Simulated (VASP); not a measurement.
# MoS2 in VASP: settings compared, part 2 of 2

VASP 6.6.1.

### Step 3. Single point, PBEsol

This run uses another cell than the first one.

Contents of INCAR:

```
SYSTEM = MoS2
PREC     = Accurate       ! precision mode
ENCUT    = 520            ! plane-wave cutoff, eV
EDIFF    = 1E-7           ! SCF threshold, eV
ISMEAR   = -1             ! smearing method
SIGMA    = 0.05           ! smearing width, eV
LREAL    = .FALSE.        ! projectors in reciprocal space
LASPH    = .TRUE.         ! aspherical terms in the spheres
NELM     = 80             ! most SCF steps
ALGO     = Normal         ! electronic algorithm
ISIF     = 2              ! what is computed and relaxed
LWAVE    = .FALSE.        ! write WAVECAR
LCHARG   = .FALSE.        ! write CHGCAR
GGA      = PS             ! functional
NBANDS   = 35             ! bands
```

Contents of KPOINTS:

```
Automatic mesh
0
G
  10 10 2
  0 0 0
```

Contents of POSCAR:

```
MoS2
1.0
    3.1409172554      0.0000000000      0.0000000000
   -1.5704586277      2.7201141344      0.0000000000
    0.0000000000      0.0000000000     21.5684902778
Mo S
2 4
Direct
    0.3333333333      0.6666666667      0.8542394702
    0.6666666667      0.3333333333      0.1457605298
    0.6666666667      0.3333333333      0.7820024192
    0.3333333333      0.6666666667      0.0734574143
    0.6666666667      0.3333333333      0.9265425857
    0.3333333333      0.6666666667      0.2179975808
```

Potentials or basis: VASP PAW PBE potentials, release 64 (Mo_sv, S).

On the command line:

```bash
$ cat potpaw_PBE.64/Mo_sv/POTCAR potpaw_PBE.64/S/POTCAR > POTCAR
$ mpirun -np 1 vasp_std > vasp.out
```

OUTCAR:

```text
SYSTEM = MoS2
   PREC = Accurate
   ENCUT = 520
   EDIFF = 1E-7
   ISMEAR = -1
   LREAL = .FALSE.
   LASPH = .TRUE.
   NELM = 80
   ISIF = 2
   GGA = PS

 ion  position               nearest neighbor table
   1  0.333  0.667  0.854-   3 2.39   3 2.39   3 2.39   5 2.39   5 2.39   5 2.39
   2  0.667  0.333  0.146-   6 2.39   6 2.39   6 2.39   4 2.39   4 2.39   4 2.39
   3  0.667  0.333  0.782-   1 2.39   1 2.39   1 2.39
   4  0.333  0.667  0.073-   2 2.39   2 2.39   2 2.39
   5  0.667  0.333  0.927-   1 2.39   1 2.39   1 2.39
   6  0.333  0.667  0.218-   2 2.39   2 2.39   2 2.39

  LATTYP: Found a hexagonal cell.
 ALAT       =     3.1409172554
 C/A-ratio  =     6.8669399809

  Lattice vectors:

 A1 = (   3.1409172554,   0.0000000000,   0.0000000000)
 A2 = (  -1.5704586277,   2.7201141344,   0.0000000000)
 A3 = (   0.0000000000,   0.0000000000,  21.5684902778)

Analysis of symmetry for initial positions (statically):
=====================================================================
 Subroutine PRICEL returns:
 Original cell was already a primitive cell.

 Routine SETGRP: Setting up the symmetry group for a
 hexagonal supercell.

 Subroutine GETGRP returns: Found 12 space group operations
 (whereof 12 operations were pure point group operations)
 out of a pool of 24 trial point group operations.

The static configuration has the point symmetry D_3d.

Analysis of symmetry for dynamics (positions and initial velocities):
=====================================================================
 Subroutine PRICEL returns:
 Original cell was already a primitive cell.

 Routine SETGRP: Setting up the symmetry group for a
 hexagonal supercell.

 Subroutine GETGRP returns: Found 12 space group operations
 (whereof 12 operations were pure point group operations)
 out of a pool of 24 trial point group operations.

The dynamic configuration has the point symmetry D_3d.

 Subroutine INISYM returns: Found 12 space group operations
 (whereof 12 operations are pure point group operations),
 and found     1 'primitive' translations

----------------------------------------------------------------------------------------

                                     Primitive cell

  volume of cell :     184.2737

  direct lattice vectors                    reciprocal lattice vectors
     3.140917255  0.000000000  0.000000000     0.318378333  0.183815816  0.000000000
    -1.570458628  2.720114134  0.000000000     0.000000000  0.367631633  0.000000000
     0.000000000  0.000000000 21.568490278     0.000000000  0.000000000  0.046363931

  length of vectors
     3.140917255  3.140917255 21.568490278     0.367631633  0.367631633  0.046363931

  position of ions in fractional coordinates (direct lattice)
     0.333333333  0.666666667  0.854239470
     0.666666667  0.333333333  0.145760530
     0.666666667  0.333333333  0.782002419
     0.333333333  0.666666667  0.073457414
     0.666666667  0.333333333  0.926542586
     0.333333333  0.666666667  0.217997581

  ion indices of the primitive-cell ions
   primitive index   ion index
[... 30 lines left out ...]

 Found     28 irreducible k-points:

 Following reciprocal coordinates:
            Coordinates               Weight
  0.000000  0.000000  0.000000      1.000000
  0.100000 -0.000000  0.000000      6.000000
  0.200000 -0.000000  0.000000      6.000000
  0.300000  0.000000  0.000000      6.000000
  0.400000  0.000000  0.000000      6.000000
  0.500000 -0.000000  0.000000      3.000000
[... 16 lines left out ...]
  0.300000  0.100000  0.500000     12.000000
  0.400000  0.100000  0.500000     12.000000
 [... further k-points ...]
   k-points           NKPTS =     28   k-points in BZ     NKDIM =     28   number of bands    NBANDS=     35
   number of dos      NEDOS =    301   number of ions     NIONS =      6
   total plane-waves  NPLWV =  92160
   dimension x,y,z NGX =    24 NGY =   24 NGZ =  160
   dimension x,y,z NGXF=    48 NGYF=   48 NGZF=  320
   ions per type =               2   4
   NGX,Y,Z   is equivalent  to a cutoff of  12.70, 12.70, 12.33 a.u.
   NGXF,Y,Z  is equivalent  to a cutoff of  25.41, 25.41, 24.67 a.u.
 SYSTEM =  MoS2
   PREC   = accura    normal or accurate (medium, high low for compatibility)
   ISTART =      0    job   : 0-new  1-cont  2-samecut
   ICHARG =      2    charge: 1-file 2-atom 10-const
   ISPIN  =      1    spin polarized calculation?
   LNONCOLLINEAR =      F non collinear calculations
   LSORBIT =      F    spin-orbit coupling
   LASPH  =      T    aspherical Exc in radial PAW
   ENCUT  =  520.0 eV  38.22 Ry    6.18 a.u.   5.84  5.84 40.10*2*pi/ulx,y,z
   NELM   =     80;   NELMIN=  2; NELMDL= -5     # of ELM steps
   EDIFF  = 0.1E-06   stopping-criterion for ELM
   LREAL  =      F    real-space projection
   EDIFFG = 0.1E-05   stopping-criterion for IOM
   NSW    =      0    number of steps for IOM
   IBRION =     -1    ionic relax: 0-MD 1-quasi-New 2-CG
   NFREE  =      0    steps in history (QN), initial steepest desc. (CG)
   ISIF   =      2    stress and relaxation
   ISYM   =      2    0-nonsym 1-usesym 2-fastsym
   POTIM  = 0.5000    time-step for ionic-motion
   TEBEG  =    0.0;   TEEND  =   0.0 temperature during run
   PSTRESS=    0.0 pullay stress
   NELECT =      52.0000    total number of electrons
   NUPDOWN=      -1.0000    fix difference up-down
   EMIN   =  10.00;   EMAX   =-10.00  energy-range for DOS
   EFERMI =   0.00;   METHOD = LEGACY
   ISMEAR =    -1;   SIGMA  =   0.05  broadening in eV -4-tet -1-fermi 0-gaus
   EFERMI_NEDOS =   21; number of points for ismear=-14 and -15
   IALGO  =     38    algorithm
   IMIX   =      4    mixing-type and parameters
     AMIX     =   0.40;   BMIX     =  1.00
     AMIX_MAG =   1.60;   BMIX_MAG =  1.00
  volume/ion in A,a.u.               =      30.71       207.26
  Fermi-wavevector in a.u.,A,eV,Ry     =   1.073795  2.029179 15.688011  1.153036
  Thomas-Fermi vector in A             =   2.209605
   LORBIT       =      0    0 simple, 1 ext, 2 COOP (PROOUT), +10 PAW based schemes
   GGA     = PS    functional components
   LHFCALC =     F    Hartree Fock is set to
   AEXX    =    0.0000 exact exchange contribution
   IVDW    =     0    specifies the selected vdW correction
   LEPSILON=     F    determine dielectric tensor
   LRPA    =     F    only Hartree local field effects (RPA)
 non-spin polarized calculation
  energy-cutoff  :      520.00
  volume of cell :      184.27
 maximum number of plane-waves:      5000
 NGX is ok and might be reduce to    24
   NGX = 11   NGY = 11   NGZ = 81

 number of electron      52.0000001 magnetization

 Free energy of the ion-electron system (eV)
  ---------------------------------------------------
  ext. energy  EPLUGINS =         0.00000000
  ---------------------------------------------------
  free energy    TOTEN  =       -46.87810422 eV

  energy without entropy =      -46.87810416  energy(sigma->0) =      -46.87810419

 E-fermi :   2.4566     XC(G=0):  -6.7713

 val. band max:        1.7879963222   @ k =   0.0000   0.0000   0.5000
 cond. band min:       3.2401202185   @ k =   0.2000   0.2000   0.0000
 fundamental gap:      1.4521238963
 Fermi energy:         2.4566343161

 k-point     1 :       0.0000    0.0000    0.0000
  band No.  band energies     occupation
      1     -59.2741      2.00000
      2     -59.2741      2.00000
      3     -33.4858      2.00000
      4     -33.4858      2.00000
      5     -33.2224      2.00000
      6     -33.2224      2.00000
[... 901 lines left out ...]
     34       5.9282      0.00000
     35       7.9199      0.00000

 [... further k-points ...]

------------------------ aborting loop because EDIFF is reached ----------------------------------------

  FORCE on cell =-STRESS in cart. coord.  units (eV):
  Direction    XX          YY          ZZ          XY          YZ          ZX
  --------------------------------------------------------------------------------------
  -------------------------------------------------------------------------------------
  Total       -0.0000373     -0.0000373     -0.0313502      0.0000000      0.0000000      0.0000000
  in kB       -0.0003242     -0.0003242     -0.2725764      0.0000000      0.0000000      0.0000000
  external PRESSURE =      -0.0910749 kB  Pullay stress =       0.0000000 kB

 VOLUME and BASIS-vectors are now :
 -----------------------------------------------------------------------------
  energy-cutoff  :      520.00
  volume of cell :      184.27
      direct lattice vectors                 reciprocal lattice vectors
     3.140917255  0.000000000  0.000000000     0.318378333  0.183815816  0.000000000
    -1.570458628  2.720114134  0.000000000     0.000000000  0.367631633  0.000000000
     0.000000000  0.000000000 21.568490278     0.000000000  0.000000000  0.046363931

 POSITION                                       TOTAL-FORCE (eV/Angst)
 -----------------------------------------------------------------------------------
     -0.00000      1.81341     18.42466         0.000000      0.000000     -0.000636
      1.57046      0.90670      3.14383        -0.000000      0.000000      0.000636
      1.57046      0.90670     16.86661        -0.000000     -0.000000     -0.001107
     -0.00000      1.81341      1.58437         0.000000      0.000000     -0.000705
      1.57046      0.90670     19.98412         0.000000     -0.000000      0.000705
     -0.00000      1.81341      4.70188         0.000000      0.000000      0.001107
 -----------------------------------------------------------------------------------
    total drift:                                0.000000     -0.000000      0.000000

  FREE ENERGIE OF THE ION-ELECTRON SYSTEM (eV)
  ---------------------------------------------------
  free  energy   TOTEN  =       -46.8781042214 eV

  energy  without entropy=      -46.8781041615  energy(sigma->0) =      -46.87810419
```

Wall time 1.7 min (1 thread of Intel Xeon 6975P-C (Granite Rapids), shared host); peak memory 0.36 GiB.

Results:

```yaml
Free_energy: -46.8781 eV
Band_gap_on_the_k_mesh: 1.45 eV (least direct gap 2.02 eV)
```

Caveat: there is no dipole correction, which matters where the two faces differ; the PAW data sets were made with another functional, which shifts forces and pressure a little.
